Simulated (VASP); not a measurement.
# Si2Ni (Fm-3m) in VASP: settings compared

Aim: see how the results for Si2Ni move with the level of theory and the settings. Levels: PBEsol+U, PBEsol. Tasks: single point.

Program: VASP 6.6.1. These are calculated values, not measurements. Logs are shortened: lines on timing, memory, paths and dates and some standing lists are left out, and cuts for length are marked.

## (1) The cell of the first run

Symmetry: Fm-3m, No. 225, cubic system. Conventional cell: a = 5.406 Å, b = 5.406 Å, c = 5.406 Å, α = 90.00°, β = 90.00°, γ = 90.00°. Ni (site symmetry m-3m) has 8 Si at 2.34 Å within 3.1 Å. Within 3.1 Å of Si (site symmetry -43m) lie 4 Ni at 2.34 Å and 6 Si at 2.70 Å.

## (2) Single point, PBEsol+U, collinear spin, ferromagnetic start

Contents of INCAR:

```
PREC = Accurate
ENCUT = 520
EDIFF = 1E-7
ISMEAR = -1
SIGMA = 0.05
LREAL = F
LASPH = T
NELM = 150
ALGO = Normal
ISIF = 2
LWAVE = F
LCHARG = F
ISPIN = 2
MAGMOM = 1 0 0
LORBIT = 11
LMAXMIX = 4
LDAU = T
LDAUTYPE = 2
LDAUL = 2 -1
LDAUU = 5 0
LDAUJ = 0 0
LDAUPRINT = 1
GGA = PS
NBANDS = 20
```

Contents of KPOINTS:

```
regular mesh
0
Gamma
  9 9 9
```

Contents of POSCAR:

```
Si2Ni
1.0
    0.0000000000      2.7030000000      2.7030000000
    2.7030000000      0.0000000000      2.7030000000
    2.7030000000      2.7030000000      0.0000000000
Ni Si
1 2
Direct
    0.0000000000      0.0000000000      0.0000000000
    0.7500000000      0.7500000000      0.7500000000
    0.2500000000      0.2500000000      0.2500000000
```

Potentials or basis: VASP PAW PBE potentials, release 64 (Ni, Si).

Run with:

```bash
$ cat potpaw_PBE.64/Ni/POTCAR potpaw_PBE.64/Si/POTCAR > POTCAR
$ mpirun -np 1 vasp_std > vasp.out
```

OUTCAR:

```text
PREC = Accurate
   ENCUT = 520
   EDIFF = 1E-7
   ISMEAR = -1
   LREAL = F
   LASPH = T
   NELM = 150
   ISIF = 2
   ISPIN = 2
   LORBIT = 11
   GGA = PS

 ion  position               nearest neighbor table
   1  0.000  0.000  0.000-   2 2.34   2 2.34   3 2.34   3 2.34   2 2.34   2 2.34   3 2.34   3 2.34

   2  0.750  0.750  0.750-   1 2.34   1 2.34   1 2.34   1 2.34   3 2.70   3 2.70   3 2.70   3 2.70
                             3 2.70   3 2.70
   3  0.250  0.250  0.250-   1 2.34   1 2.34   1 2.34   1 2.34   2 2.70   2 2.70   2 2.70   2 2.70
                             2 2.70   2 2.70

  LATTYP: Found a face centered cubic cell.
 ALAT       =     5.4060000000

  Lattice vectors:

 A1 = (   0.0000000000,   2.7030000000,   2.7030000000)
 A2 = (   2.7030000000,   0.0000000000,   2.7030000000)
 A3 = (   2.7030000000,   2.7030000000,   0.0000000000)

Analysis of symmetry for initial positions (statically):
=====================================================================
 Subroutine PRICEL returns:
 Original cell was already a primitive cell.

 Routine SETGRP: Setting up the symmetry group for a
 face centered cubic supercell.

 Subroutine GETGRP returns: Found 48 space group operations
 (whereof 48 operations were pure point group operations)
 out of a pool of 48 trial point group operations.

The static configuration has the point symmetry O_h .

Analysis of symmetry for dynamics (positions and initial velocities):
=====================================================================
 Subroutine PRICEL returns:
 Original cell was already a primitive cell.

 Routine SETGRP: Setting up the symmetry group for a
 face centered cubic supercell.

 Subroutine GETGRP returns: Found 48 space group operations
 (whereof 48 operations were pure point group operations)
 out of a pool of 48 trial point group operations.

The dynamic configuration has the point symmetry O_h .

Analysis of structural, dynamic, and magnetic symmetry:
=====================================================================
 Subroutine PRICEL returns:
 Original cell was already a primitive cell.

 Routine SETGRP: Setting up the symmetry group for a
 face centered cubic supercell.

 Subroutine GETGRP returns: Found 48 space group operations
 (whereof 48 operations were pure point group operations)
 out of a pool of 48 trial point group operations.

The overall configuration has the point symmetry O_h .

 Subroutine INISYM returns: Found 48 space group operations
 (whereof 48 operations are pure point group operations),
 and found     1 'primitive' translations

----------------------------------------------------------------------------------------

                                     Primitive cell

  volume of cell :      39.4974

  direct lattice vectors                    reciprocal lattice vectors
     0.000000000  2.703000000  2.703000000    -0.184979652  0.184979652  0.184979652
     2.703000000  0.000000000  2.703000000     0.184979652 -0.184979652  0.184979652
     2.703000000  2.703000000  0.000000000     0.184979652  0.184979652 -0.184979652

  length of vectors
     3.822619259  3.822619259  3.822619259     0.320394156  0.320394156  0.320394156

  position of ions in fractional coordinates (direct lattice)
     0.000000000  0.000000000  0.000000000
     0.750000000  0.750000000  0.750000000
     0.250000000  0.250000000  0.250000000

  ion indices of the primitive-cell ions
   primitive index   ion index
                 1           1
                 2           2
                 3           3

----------------------------------------------------------------------------------------

 KPOINTS: regular mesh
[... 74 lines left out ...]
   ISIF   =      2    stress and relaxation
   ISYM   =      2    0-nonsym 1-usesym 2-fastsym
   POTIM  = 0.5000    time-step for ionic-motion
   TEBEG  =    0.0;   TEEND  =   0.0 temperature during run
   PSTRESS=    0.0 pullay stress
   NELECT =      18.0000    total number of electrons
   NUPDOWN=      -1.0000    fix difference up-down
   EMIN   =  10.00;   EMAX   =-10.00  energy-range for DOS
   EFERMI =   0.00;   METHOD = LEGACY
   ISMEAR =    -1;   SIGMA  =   0.05  broadening in eV -4-tet -1-fermi 0-gaus
   EFERMI_NEDOS =   21; number of points for ismear=-14 and -15
   IALGO  =     38    algorithm
   IMIX   =      4    mixing-type and parameters
     AMIX     =   0.40;   BMIX     =  1.00
     AMIX_MAG =   1.60;   BMIX_MAG =  1.00
  volume/ion in A,a.u.               =      13.17        88.85
  Fermi-wavevector in a.u.,A,eV,Ry     =   1.259823  2.380721 21.594550  1.587155
  Thomas-Fermi vector in A             =   2.393364
   LORBIT       =     11    0 simple, 1 ext, 2 COOP (PROOUT), +10 PAW based schemes
 LDA+U is selected, type is set to LDAUTYPE =  2
   angular momentum for each species LDAUL =     2   -1
   U (eV)           for each species LDAUU =   5.0  0.0
   J (eV)           for each species LDAUJ =   0.0  0.0
   GGA     = PS    functional components
   LHFCALC =     F    Hartree Fock is set to
   AEXX    =    0.0000 exact exchange contribution
   IVDW    =     0    specifies the selected vdW correction
   LEPSILON=     F    determine dielectric tensor
   LRPA    =     F    only Hartree local field effects (RPA)
 spin polarized calculation
  energy-cutoff  :      520.00
  volume of cell :       39.50
 maximum number of plane-waves:      1073
   NGX = 15   NGY = 15   NGZ = 15

 number of electron      17.9999999 magnetization       0.0012810

atom =   1  type =  1  l = 2

 onsite density matrix

spin component  1

  0.8578  0.0000 -0.0000 -0.0000  0.0000
  0.0000  0.8578  0.0000 -0.0000 -0.0000
 -0.0000  0.0000  0.9085  0.0000 -0.0000
 -0.0000 -0.0000  0.0000  0.8578  0.0000
  0.0000 -0.0000 -0.0000  0.0000  0.9085

spin component  2

  0.8578  0.0000 -0.0000 -0.0000  0.0000
  0.0000  0.8578  0.0000 -0.0000 -0.0000
 -0.0000  0.0000  0.9085  0.0000 -0.0000
 -0.0000 -0.0000  0.0000  0.8578  0.0000
  0.0000 -0.0000 -0.0000  0.0000  0.9085

 occupancies and eigenvectors

  o =  0.8578  v =  1.0000  0.0000  0.0000  0.0000  0.0000  0.0000  0.0000  0.0000  0.0000  0.0000      0.0000  0.0000  0.0000  0.0000  0.0000  0.0000  0.0000  0.0000  0.0000  0.0000
  o =  0.8578  v =  0.0000  0.6794  0.0000  0.7338  0.0000  0.0000  0.0000  0.0000  0.0000  0.0000      0.0000  0.0000  0.0000  0.0000  0.0000  0.0000  0.0000  0.0000  0.0000  0.0000
  o =  0.8578  v =  0.0000  0.7338 -0.0000 -0.6794 -0.0000  0.0000  0.0000  0.0000  0.0000  0.0000      0.0000  0.0000  0.0000  0.0000  0.0000  0.0000  0.0000  0.0000  0.0000  0.0000
  o =  0.8578  v =  0.0000  0.0000  0.0000  0.0000  0.0000  1.0000  0.0000  0.0000  0.0000  0.0000      0.0000  0.0000  0.0000  0.0000  0.0000  0.0000  0.0000  0.0000  0.0000  0.0000
  o =  0.8578  v =  0.0000  0.0000  0.0000  0.0000  0.0000  0.0000  0.9727 -0.0000 -0.2322 -0.0000      0.0000  0.0000  0.0000  0.0000  0.0000  0.0000  0.0000  0.0000  0.0000  0.0000
  o =  0.8578  v =  0.0000  0.0000  0.0000  0.0000  0.0000  0.0000  0.2322  0.0000  0.9727 -0.0000      0.0000  0.0000  0.0000  0.0000  0.0000  0.0000  0.0000  0.0000  0.0000  0.0000
  o =  0.9085  v =  0.0000  0.0000  0.1945 -0.0000  0.9809  0.0000  0.0000  0.0000  0.0000  0.0000      0.0000  0.0000  0.0000  0.0000  0.0000  0.0000  0.0000  0.0000  0.0000  0.0000
  o =  0.9085  v =  0.0000  0.0000 -0.9809  0.0000  0.1945  0.0000  0.0000  0.0000  0.0000  0.0000      0.0000  0.0000  0.0000  0.0000  0.0000  0.0000  0.0000  0.0000  0.0000  0.0000
  o =  0.9085  v =  0.0000  0.0000  0.0000  0.0000  0.0000  0.0000  0.0000  0.9799 -0.0000 -0.1994      0.0000  0.0000  0.0000  0.0000  0.0000  0.0000  0.0000  0.0000  0.0000  0.0000
  o =  0.9085  v =  0.0000  0.0000  0.0000  0.0000  0.0000  0.0000  0.0000  0.1994 -0.0000  0.9799      0.0000  0.0000  0.0000  0.0000  0.0000  0.0000  0.0000  0.0000  0.0000  0.0000

 number of electron      17.9999999 magnetization      -0.0000547

 Free energy of the ion-electron system (eV)
  ---------------------------------------------------
  ext. energy  EPLUGINS =         0.00000000
  ---------------------------------------------------
  free energy    TOTEN  =       -16.04545496 eV

  energy without entropy =      -16.03698079  energy(sigma->0) =      -16.04121788

 E-fermi :  10.0746     XC(G=0): -11.6764

 val. band max:       10.0720261786   @ k =   0.2222   0.1111   0.0000
 cond. band min:      10.1023077075   @ k =  -0.4444   0.3333   0.0000
 fundamental gap:      0.0302815289
 Fermi energy:        10.0745844565

 spin component 1

 k-point     1 :       0.0000    0.0000    0.0000
  band No.  band energies     occupation
      1      -3.5183      1.00000
      2       4.5409      1.00000
      3       4.5409      1.00000
      4       4.5409      1.00000
      5       5.9138      1.00000
      6       5.9138      1.00000
[... 1097 lines left out ...]
     19      23.8040      0.00000
     20      23.9486      0.00000

 [... further k-points ...]

------------------------ aborting loop because EDIFF is reached ----------------------------------------

  FORCE on cell =-STRESS in cart. coord.  units (eV):
  Direction    XX          YY          ZZ          XY          YZ          ZX
  --------------------------------------------------------------------------------------
  -------------------------------------------------------------------------------------
  Total       -1.4078029     -1.4078029     -1.4078029      0.0000000      0.0000000     -0.0000000
  in kB      -57.1063377    -57.1063377    -57.1063377      0.0000000      0.0000000     -0.0000000
  external PRESSURE =     -57.1063377 kB  Pullay stress =       0.0000000 kB

 VOLUME and BASIS-vectors are now :
 -----------------------------------------------------------------------------
  energy-cutoff  :      520.00
  volume of cell :       39.50
      direct lattice vectors                 reciprocal lattice vectors
     0.000000000  2.703000000  2.703000000    -0.184979652  0.184979652  0.184979652
     2.703000000  0.000000000  2.703000000     0.184979652 -0.184979652  0.184979652
     2.703000000  2.703000000  0.000000000     0.184979652  0.184979652 -0.184979652

 POSITION                                       TOTAL-FORCE (eV/Angst)
 -----------------------------------------------------------------------------------
      0.00000      0.00000      0.00000        -0.000000      0.000000      0.000000
      4.05450      4.05450      4.05450        -0.000000     -0.000000     -0.000000
      1.35150      1.35150      1.35150         0.000000      0.000000      0.000000
 -----------------------------------------------------------------------------------
    total drift:                               -0.000000     -0.000000      0.000000

  FREE ENERGIE OF THE ION-ELECTRON SYSTEM (eV)
  ---------------------------------------------------
  free  energy   TOTEN  =       -16.0454549642 eV

  energy  without entropy=      -16.0369807876  energy(sigma->0) =      -16.04121788

 total charge

# of ion       s       p       d       tot
------------------------------------------
    1        0.540   0.754   8.740  10.034
    2        0.747   0.828   0.000   1.575
    3        0.747   0.828   0.000   1.575
--------------------------------------------------
tot          2.034   2.410   8.740  13.185

 magnetization (x)

# of ion       s       p       d       tot
------------------------------------------
    1        0.000   0.000  -0.000  -0.000
    2       -0.000   0.000   0.000  -0.000
    3       -0.000   0.000   0.000  -0.000
--------------------------------------------------
tot         -0.000   0.000  -0.000  -0.000
```

Run time: 1.8 min. Hardware: 1 thread of Intel Xeon 8259CL, shared host; peak memory 0.19 GiB.

What came out:

```yaml
Free_energy: -16.0455 eV
Pressure: -5.7 GPa
Band_gap_on_the_k_mesh: zero (filled and empty bands overlap)
Net_moment: 0.00 μB per cell
Valence_electrons_inside_the_program's_atomic_spheres: Ni 10.03; Si 1.57
```

Eigenvalues of the final occupation matrices:
```csv
site,spin,trace,eigenvalues
site 1 d,1,4.39,0.86 0.86 0.86 0.91 0.91
site 1 d,2,4.39,0.86 0.86 0.86 0.91 0.91
```

Caveat: the cell stands under tension; the moments typed at the start vanished in this run; the PAW data sets were made with another functional, which shifts forces and pressure a little; the U is typed as a test and isn't derived for this compound. The state reached can hang on the start; a lower one may exist.

## (3) Single point, PBEsol+U, collinear spin, ferromagnetic start

Contents of INCAR:

```
PREC = Accurate
ENCUT = 520
EDIFF = 1E-6
ISMEAR = -1
SIGMA = 0.05
LREAL = False
LASPH = True
NELM = 150
ALGO = Normal
ISIF = 2
LWAVE = False
LCHARG = False
ISPIN = 2
MAGMOM = 1 0 0
LORBIT = 11
LMAXMIX = 4
LDAU = True
LDAUTYPE = 2
LDAUL = 2 -1
LDAUU = 6 0
LDAUJ = 0 0
LDAUPRINT = 1
GGA = PS
NBANDS = 20
```

Contents of KPOINTS:

```
Automatic mesh
0
Gamma
  9 9 9
```

POSCAR is that of step 2.

Potentials or basis: VASP PAW PBE potentials, release 64 (Ni, Si).

Run with:

```bash
$ cat potpaw_PBE.64/Ni/POTCAR potpaw_PBE.64/Si/POTCAR > POTCAR
$ mpirun -np 1 vasp_std > vasp.out
```

It took 97 s on 1 thread of Intel Xeon 8259CL, shared host; peak memory 0.19 GiB.

It converged, with:

* Free energy: -15.5258 eV
* Pressure: -6.9 GPa
* Band gap on the k mesh: zero (filled and empty bands overlap)
* Net moment: 0.00 μB per cell
* Valence electrons inside the program's atomic spheres: Ni 10.08; Si 1.57

Levels at points of the mesh, in eV from the Fermi level:
Spin up:
| k point | band 5 | band 6 | band 7 | band 8 | band 9 | band 10 | band 11 | band 12 | band 13 | band 14 |
| --- | --- | --- | --- | --- | --- | --- | --- | --- | --- | --- |
| (0.00, 0.00, 0.00) | -4.30 | -4.30 | -0.06 | 1.65 | 1.65 | 1.65 | 2.73 | 2.73 | 2.73 | 4.94 |
Spin down:
```csv
k point,band 7,band 8,band 9,band 10,band 11,band 12
"(0.00, 0.00, 0.00)",-0.06,1.65,1.65,1.65,2.73,2.73
```

Eigenvalues of the final occupation matrices:
```
    site  spin  trace               eigenvalues
site 1 d     1   4.42  0.86 0.86 0.86 0.91 0.91
site 1 d     2   4.42  0.86 0.86 0.86 0.91 0.91
```

Caveat: the cell stands under tension; the moments typed at the start vanished in this run; the PAW data sets were made with another functional, which shifts forces and pressure a little; the U is typed as a test and isn't derived for this compound. The state reached can hang on the start; a lower one may exist.

## (4) Single point, PBEsol+U, collinear spin, ferromagnetic start

Edit INCAR of step 3 so:

```diff
@@ -11,3 +11,3 @@
 LWAVE = False
-LCHARG = False
+LCHARG = True
 ISPIN = 2
@@ -19,3 +19,3 @@
 LDAUL = 2 -1
-LDAUU = 6 0
+LDAUU = 8 0
 LDAUJ = 0 0
@@ -23,2 +23,4 @@
 GGA = PS
+LELF = True
+LVHAR = True
 NBANDS = 20
```

Contents of KPOINTS:

```
regular mesh
0
Gamma
  9 9 9
```

POSCAR is that of step 3.

Run with:

```bash
$ cat potpaw_PBE.64/Ni/POTCAR potpaw_PBE.64/Si/POTCAR > POTCAR
$ mpirun -np 1 vasp_std > vasp.out
```

Run time: 100 s. Hardware: 1 thread of Intel Xeon 8259CL, shared host; peak memory 0.2 GiB.

The run converged. Its results:

```
Free energy                                           : -14.5687 eV
Pressure                                              : -9.6 GPa
Band gap on the k mesh                                : zero (filled and empty bands overlap)
Net moment                                            : 0.00 μB per cell
Valence electrons inside the program's atomic spheres : Ni 10.19; Si 1.57
```

Levels at points of the mesh, in eV from the Fermi level:
Spin up:
```tsv
k point	band 5	band 6	band 7	band 8	band 9	band 10	band 11	band 12	band 13	band 14
(0.00, 0.00, 0.00)	-4.60	-4.60	0.06	1.63	1.63	1.63	2.95	2.95	2.95	5.07
```
Spin down:
| k point | band 7 | band 8 | band 9 | band 10 | band 11 | band 12 |
| --- | --- | --- | --- | --- | --- | --- |
| (0.00, 0.00, 0.00) | 0.06 | 1.64 | 1.64 | 1.64 | 2.95 | 2.95 |

Eigenvalues of the final occupation matrices:
```tsv
site	spin	trace	eigenvalues
site 1 d	1	4.50	0.88 0.88 0.88 0.93 0.93
site 1 d	2	4.50	0.88 0.88 0.88 0.93 0.93
```

Caveat: the cell stands under tension; the moments typed at the start vanished in this run; the PAW data sets were made with another functional, which shifts forces and pressure a little; the U is typed as a test and isn't derived for this compound. The state reached can hang on the start; a lower one may exist.

(Continued in part 2 of 2.)

The gap in the log of VASP goes by the Fermi energy; the results here count the filled bands.